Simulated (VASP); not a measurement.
# SnO2 (R-3m) in VASP: notebook, part 2 of 2

VASP 6.6.1.

**3. Single point, PBE (13.92 Å³/atom)**

This run uses another cell than the first one, of 13.92 Å³/atom.

INCAR reads:

```
SYSTEM = SnO2
ALGO = Normal ; EDIFF = 1E-6
ENCUT = 520 ; GGA = PE
ISIF = 2 ; ISMEAR = -1
LASPH = .True. ; LCHARG = .False.
LREAL = .False. ; LWAVE = .False.
NBANDS = 20 ; NELM = 80
PREC = Accurate ; SIGMA = 0.05
```

KPOINTS reads:

```
k-points
0
Gamma
  10 10 10
  0 0 0
```

POSCAR reads:

```
SnO2
1.0
    1.5952377869      0.9210109657      4.7357117578
   -1.5952377869      0.9210109657      4.7357117578
    0.0000000000     -1.8420219315      4.7357117578
Sn O
1 2
Direct
    0.5000000000      0.5000000000      0.5000000000
    0.7628300000      0.7628300000      0.7628300000
    0.2371700000      0.2371700000      0.2371700000
```

Potentials or basis: VASP PAW PBE potentials, release 64 (Sn_d, O).

Run with:

```
$ cat potpaw_PBE.64/Sn_d/POTCAR potpaw_PBE.64/O/POTCAR > POTCAR
$ mpirun -np 1 vasp_std > vasp.out
```

OUTCAR:

```text
SYSTEM = SnO2
   EDIFF = 1E-6
   ENCUT = 520
   GGA = PE
   ISIF = 2
   ISMEAR = -1
   LASPH = .True.
   LREAL = .False.
   NELM = 80
   PREC = Accurate

 ion  position               nearest neighbor table
   1  0.500  0.500  0.500-   3 2.10   3 2.10   2 2.10   2 2.10   3 2.10   2 2.10
   2  0.763  0.763  0.763-   1 2.10   1 2.10   1 2.10
   3  0.237  0.237  0.237-   1 2.10   1 2.10   1 2.10

  LATTYP: Found a trigonal (rhomboedric) cell.
 ALAT       =     5.0813394542
 COS(alpha) =     0.8028828391

  Lattice vectors:

 A1 = (   1.5952377869,   0.9210109657,   4.7357117578)
 A2 = (  -1.5952377869,   0.9210109657,   4.7357117578)
 A3 = (   0.0000000000,  -1.8420219315,   4.7357117578)

Analysis of symmetry for initial positions (statically):
=====================================================================
 Subroutine PRICEL returns:
 Original cell was already a primitive cell.

 Routine SETGRP: Setting up the symmetry group for a
 trigonal (rhombohedral) supercell.

 Subroutine GETGRP returns: Found 12 space group operations
 (whereof 12 operations were pure point group operations)
 out of a pool of 12 trial point group operations.

The static configuration has the point symmetry D_3d.

Analysis of symmetry for dynamics (positions and initial velocities):
=====================================================================
 Subroutine PRICEL returns:
 Original cell was already a primitive cell.

 Routine SETGRP: Setting up the symmetry group for a
 trigonal (rhombohedral) supercell.

 Subroutine GETGRP returns: Found 12 space group operations
 (whereof 12 operations were pure point group operations)
 out of a pool of 12 trial point group operations.

The dynamic configuration has the point symmetry D_3d.

 Subroutine INISYM returns: Found 12 space group operations
 (whereof 12 operations are pure point group operations),
 and found     1 'primitive' translations

[... 107 lines left out ...]
   NELECT =      26.0000    total number of electrons
   NUPDOWN=      -1.0000    fix difference up-down
   EMIN   =  10.00;   EMAX   =-10.00  energy-range for DOS
   EFERMI =   0.00;   METHOD = LEGACY
   ISMEAR =    -1;   SIGMA  =   0.05  broadening in eV -4-tet -1-fermi 0-gaus
   EFERMI_NEDOS =   21; number of points for ismear=-14 and -15
   IALGO  =     38    algorithm
   IMIX   =      4    mixing-type and parameters
     AMIX     =   0.40;   BMIX     =  1.00
     AMIX_MAG =   1.60;   BMIX_MAG =  1.00
  volume/ion in A,a.u.               =      13.92        93.91
  Fermi-wavevector in a.u.,A,eV,Ry     =   1.398053  2.641937 26.593305  1.954553
  Thomas-Fermi vector in A             =   2.521249
   LORBIT       =      0    0 simple, 1 ext, 2 COOP (PROOUT), +10 PAW based schemes
   GGA     = PE    functional components
   LHFCALC =     F    Hartree Fock is set to
   AEXX    =    0.0000 exact exchange contribution
   IVDW    =     0    specifies the selected vdW correction
   LEPSILON=     F    determine dielectric tensor
   LRPA    =     F    only Hartree local field effects (RPA)
 non-spin polarized calculation
  energy-cutoff  :      520.00
  volume of cell :       41.75
 maximum number of plane-waves:      1142
 NGX is ok and might be reduce to    40
   NGX = 19   NGY = 19   NGZ = 19

 number of electron      26.0000007 magnetization

 Free energy of the ion-electron system (eV)
  ---------------------------------------------------
  ext. energy  EPLUGINS =         0.00000000
  ---------------------------------------------------
  free energy    TOTEN  =       -18.16473057 eV

  energy without entropy =      -18.16473057  energy(sigma->0) =      -18.16473057

 E-fermi :   4.8215     XC(G=0): -10.1916

 val. band max:        3.7052704113   @ k =  -0.2000   0.2000   0.0000
 cond. band min:       5.8887425118   @ k =   0.0000   0.0000   0.0000
 fundamental gap:      2.1834721005
 Fermi energy:         4.8215303219

 k-point     1 :       0.0000    0.0000    0.0000
  band No.  band energies     occupation
      1     -16.3204      2.00000
      2     -16.0471      2.00000
      3     -16.0471      2.00000
      4     -15.8293      2.00000
      5     -15.8293      2.00000
      6     -14.4137      2.00000
[... 541 lines left out ...]
     19      17.1751      0.00000
     20      20.9567      0.00000

 [... further k-points ...]
[... 5 lines left out ...]
  --------------------------------------------------------------------------------------
  -------------------------------------------------------------------------------------
  Total        2.0634569      2.0634569      0.8373913      0.0000000     -0.0000000      0.0000000
  in kB       79.1916238     79.1916238     32.1375141      0.0000000     -0.0000000      0.0000000
  external PRESSURE =      63.5069206 kB  Pullay stress =       0.0000000 kB

 VOLUME and BASIS-vectors are now :
 -----------------------------------------------------------------------------
  energy-cutoff  :      520.00
  volume of cell :       41.75
      direct lattice vectors                 reciprocal lattice vectors
     1.595237787  0.921010966  4.735711758     0.313432896  0.180960567  0.070387167
    -1.595237787  0.921010966  4.735711758    -0.313432896  0.180960567  0.070387167
     0.000000000 -1.842021931  4.735711758     0.000000000 -0.361921134  0.070387167

 POSITION                                       TOTAL-FORCE (eV/Angst)
 -----------------------------------------------------------------------------------
      0.00000     -0.00000      7.10357         0.000000      0.000000      0.000000
      0.00000     -0.00000     10.83763        -0.000000      0.000000     -0.372135
      0.00000     -0.00000      3.36951        -0.000000     -0.000000      0.372135
 -----------------------------------------------------------------------------------
    total drift:                               -0.000000      0.000000      0.000000

  FREE ENERGIE OF THE ION-ELECTRON SYSTEM (eV)
  ---------------------------------------------------
  free  energy   TOTEN  =       -18.1647305738 eV

  energy  without entropy=      -18.1647305737  energy(sigma->0) =      -18.16473057
```

Wall time 3.8 min (1 thread of Intel Xeon 8259CL, shared host); peak memory 0.29 GiB.

Results:

| Item | Value |
| --- | --- |
| Free energy | -18.1647 eV |
| Pressure | 6.4 GPa |
| Largest force | 0.372 eV/Å |
| Band gap on the k mesh | 2.18 eV (least direct gap 2.33 eV) |

Forces on the atoms (eV/Å):
```
Sn   0.000  0.000  0.000
O    0.000  0.000 -0.372
O    0.000  0.000  0.372
```

Stress tensor (GPa, compression positive):
```
7.92 0.00 0.00
0.00 7.92 0.00
0.00 0.00 3.21
```

Levels at points of the mesh, in eV from the valence-band top:
| k point | band 11 | band 12 | band 13 | band 14 | band 15 | band 16 |
| --- | --- | --- | --- | --- | --- | --- |
| (0.00, 0.00, 0.00) | -0.88 | -0.88 | -0.15 | 2.18 | 5.91 | 11.40 |
| (0.50, 0.00, 0.00) | -1.52 | -0.59 | -0.58 | 5.70 | 7.97 | 10.35 |
| (0.50, 0.50, 0.00) | -1.18 | -0.43 | -0.01 | 5.41 | 7.12 | 11.09 |
| (0.50, 0.50, 0.50) | -1.36 | -0.83 | -0.83 | 3.48 | 5.88 | 11.59 |

Caveat: the cell stands under pressure; spin-orbit coupling is left out, which moves the levels of the heavy elements.

**4. Single point, PBE (14.21 Å³/atom)**

This run uses another cell than the first one, of 14.21 Å³/atom.

INCAR, as its differences from that of step 3:

```diff
@@ -6,3 +6,3 @@
 LREAL = .False. ; LWAVE = .False.
-NBANDS = 20 ; NELM = 80
+NBANDS = 20 ; NELM = 100
 PREC = Accurate ; SIGMA = 0.05
```

KPOINTS is that of step 3.

POSCAR reads:

```
SnO2
1.0
    1.6062397745      0.9273629662      4.7683728710
   -1.6062397745      0.9273629662      4.7683728710
    0.0000000000     -1.8547259325      4.7683728710
Sn O
1 2
Direct
    0.5000000000      0.5000000000      0.5000000000
    0.7628300000      0.7628300000      0.7628300000
    0.2371700000      0.2371700000      0.2371700000
```

Potentials or basis: VASP PAW PBE potentials, release 64 (Sn_d, O).

Run with:

```
$ cat potpaw_PBE.64/Sn_d/POTCAR potpaw_PBE.64/O/POTCAR > POTCAR
$ mpirun -np 1 vasp_std > vasp.out
```

OUTCAR:

```text
SYSTEM = SnO2
   EDIFF = 1E-6
   ENCUT = 520
   GGA = PE
   ISIF = 2
   ISMEAR = -1
   LASPH = .True.
   LREAL = .False.
   NELM = 100
   PREC = Accurate

 ion  position               nearest neighbor table
   1  0.500  0.500  0.500-   3 2.11   3 2.11   2 2.11   2 2.11   3 2.11   2 2.11
   2  0.763  0.763  0.763-   1 2.11   1 2.11   1 2.11
   3  0.237  0.237  0.237-   1 2.11   1 2.11   1 2.11

  LATTYP: Found a trigonal (rhomboedric) cell.
 ALAT       =     5.1163842820
 COS(alpha) =     0.8028828391

  Lattice vectors:

 A1 = (   1.6062397745,   0.9273629662,   4.7683728710)
 A2 = (  -1.6062397745,   0.9273629662,   4.7683728710)
 A3 = (   0.0000000000,  -1.8547259325,   4.7683728710)

Analysis of symmetry for initial positions (statically):
=====================================================================
 Subroutine PRICEL returns:
 Original cell was already a primitive cell.

 Routine SETGRP: Setting up the symmetry group for a
 trigonal (rhombohedral) supercell.

 Subroutine GETGRP returns: Found 12 space group operations
 (whereof 12 operations were pure point group operations)
 out of a pool of 12 trial point group operations.

The static configuration has the point symmetry D_3d.

Analysis of symmetry for dynamics (positions and initial velocities):
=====================================================================
 Subroutine PRICEL returns:
 Original cell was already a primitive cell.

 Routine SETGRP: Setting up the symmetry group for a
 trigonal (rhombohedral) supercell.

 Subroutine GETGRP returns: Found 12 space group operations
 (whereof 12 operations were pure point group operations)
 out of a pool of 12 trial point group operations.

The dynamic configuration has the point symmetry D_3d.

 Subroutine INISYM returns: Found 12 space group operations
 (whereof 12 operations are pure point group operations),
 and found     1 'primitive' translations

[... 107 lines left out ...]
   NELECT =      26.0000    total number of electrons
   NUPDOWN=      -1.0000    fix difference up-down
   EMIN   =  10.00;   EMAX   =-10.00  energy-range for DOS
   EFERMI =   0.00;   METHOD = LEGACY
   ISMEAR =    -1;   SIGMA  =   0.05  broadening in eV -4-tet -1-fermi 0-gaus
   EFERMI_NEDOS =   21; number of points for ismear=-14 and -15
   IALGO  =     38    algorithm
   IMIX   =      4    mixing-type and parameters
     AMIX     =   0.40;   BMIX     =  1.00
     AMIX_MAG =   1.60;   BMIX_MAG =  1.00
  volume/ion in A,a.u.               =      14.21        95.86
  Fermi-wavevector in a.u.,A,eV,Ry     =   1.388477  2.623841 26.230249  1.927869
  Thomas-Fermi vector in A             =   2.512600
   LORBIT       =      0    0 simple, 1 ext, 2 COOP (PROOUT), +10 PAW based schemes
   GGA     = PE    functional components
   LHFCALC =     F    Hartree Fock is set to
   AEXX    =    0.0000 exact exchange contribution
   IVDW    =     0    specifies the selected vdW correction
   LEPSILON=     F    determine dielectric tensor
   LRPA    =     F    only Hartree local field effects (RPA)
 non-spin polarized calculation
  energy-cutoff  :      520.00
  volume of cell :       42.62
 maximum number of plane-waves:      1161
 NGX is ok and might be reduce to    40
   NGX = 19   NGY = 19   NGZ = 19

 number of electron      26.0000006 magnetization

 Free energy of the ion-electron system (eV)
  ---------------------------------------------------
  ext. energy  EPLUGINS =         0.00000000
  ---------------------------------------------------
  free energy    TOTEN  =       -18.19098409 eV

  energy without entropy =      -18.19098409  energy(sigma->0) =      -18.19098409

 E-fermi :   4.7020     XC(G=0): -10.0896

 val. band max:        3.5000708465   @ k =  -0.2000   0.2000   0.0000
 cond. band min:       5.5440583024   @ k =   0.0000   0.0000   0.0000
 fundamental gap:      2.0439874558
 Fermi energy:         4.7019881966

 k-point     1 :       0.0000    0.0000    0.0000
  band No.  band energies     occupation
      1     -16.5150      2.00000
      2     -16.2780      2.00000
      3     -16.2780      2.00000
      4     -16.0827      2.00000
      5     -16.0827      2.00000
      6     -14.5274      2.00000
[... 541 lines left out ...]
     19      16.7906      0.00000
     20      20.6013      0.00000

 [... further k-points ...]
[... 5 lines left out ...]
  --------------------------------------------------------------------------------------
  -------------------------------------------------------------------------------------
  Total        1.0269259      1.0269259      0.3216580      0.0000000     -0.0000000     -0.0000000
  in kB       38.6071827     38.6071827     12.0927020      0.0000000     -0.0000000     -0.0000000
  external PRESSURE =      29.7690225 kB  Pullay stress =       0.0000000 kB

 VOLUME and BASIS-vectors are now :
 -----------------------------------------------------------------------------
  energy-cutoff  :      520.00
  volume of cell :       42.62
      direct lattice vectors                 reciprocal lattice vectors
     1.606239775  0.927362966  4.768372871     0.311286028  0.179721072  0.069905048
    -1.606239775  0.927362966  4.768372871    -0.311286028  0.179721072  0.069905048
     0.000000000 -1.854725933  4.768372871     0.000000000 -0.359442145  0.069905048

 POSITION                                       TOTAL-FORCE (eV/Angst)
 -----------------------------------------------------------------------------------
      0.00000     -0.00000      7.15256         0.000000     -0.000000     -0.000000
      0.00000     -0.00000     10.91237         0.000000      0.000000     -0.134286
      0.00000     -0.00000      3.39274         0.000000     -0.000000      0.134286
 -----------------------------------------------------------------------------------
    total drift:                                0.000000      0.000000      0.000000

  FREE ENERGIE OF THE ION-ELECTRON SYSTEM (eV)
  ---------------------------------------------------
  free  energy   TOTEN  =       -18.1909840852 eV

  energy  without entropy=      -18.1909840851  energy(sigma->0) =      -18.19098409
```

OSZICAR:

```text
N       E                     dE             d eps       ncg     rms          rms(c)
DAV:   1     0.258358575521E+03    0.25836E+03   -0.13873E+04  4912   0.192E+03
DAV:   2     0.794436788482E+01   -0.25041E+03   -0.23740E+03  5012   0.490E+02
DAV:   3    -0.203290307708E+02   -0.28273E+02   -0.27990E+02  5428   0.142E+02
DAV:   4    -0.211249344268E+02   -0.79590E+00   -0.79519E+00  5156   0.256E+01
DAV:   5    -0.211411218280E+02   -0.16187E-01   -0.16187E-01  5580   0.387E+00    0.107E+01
DAV:   6    -0.182064515519E+02    0.29347E+01   -0.11358E+01  6952   0.567E+01    0.441E+00
DAV:   7    -0.182070905626E+02   -0.63901E-03   -0.66939E-01  4776   0.666E+00    0.213E+00
DAV:   8    -0.181912765404E+02    0.15814E-01   -0.67092E-02  4908   0.268E+00    0.484E-01
DAV:   9    -0.181903688709E+02    0.90767E-03   -0.10799E-02  6516   0.156E+00    0.903E-02
DAV:  10    -0.181909610450E+02   -0.59217E-03   -0.18696E-03  4816   0.360E-01    0.321E-02
DAV:  11    -0.181909820030E+02   -0.20958E-04   -0.46749E-05  6848   0.706E-02    0.199E-02
DAV:  12    -0.181909841066E+02   -0.21036E-05   -0.64416E-06  4824   0.235E-02    0.584E-03
DAV:  13    -0.181909840852E+02    0.21382E-07   -0.89901E-07  4148   0.105E-02
   1 F= -.18190984E+02 E0= -.18190984E+02  d E =-.108977E-09
```

It took 3.9 min on 1 thread of Intel Xeon 8259CL, shared host; peak memory 0.29 GiB.

What came out:

```
Free energy            : -18.1910 eV
Pressure               : 3.0 GPa
Largest force          : 0.134 eV/Å
Band gap on the k mesh : 2.04 eV (least direct gap 2.18 eV)
```

Forces in eV/Å, atoms in the order of the input:
```
Sn   0.000  0.000  0.000
O    0.000  0.000 -0.134
O    0.000  0.000  0.134
```

Caveat: spin-orbit coupling is left out, which moves the levels of the heavy elements.

**5. Overview**

```tsv
cell	gap on the mesh (eV)	pressure (GPa)	largest force (eV/Å)
a = 5.046 Å, angles 36.6°, 3 atoms	2.33	10.1	0.63
a = 5.081 Å, angles 36.6°, 3 atoms	2.18	6.4	0.37
a = 5.116 Å, angles 36.6°, 3 atoms	2.04	3.0	0.13
```

Alike in all rows: task single point; level PBE; potentials or basis VASP PAW PBE potentials, release 64 (Sn_d, O); no spin polarisation; k mesh 10 × 10 × 10; cutoff (eV) 520; smearing fermi-dirac 0.05 eV.

Caveats: spin-orbit coupling is left out, which moves the levels of the heavy elements; the stress differs along the axes, from 5 to 12 GPa (at least some runs); the cell stands under pressure (at least some runs).

Total energies depend on the potentials used, so only differences within one code and one set of settings carry meaning.
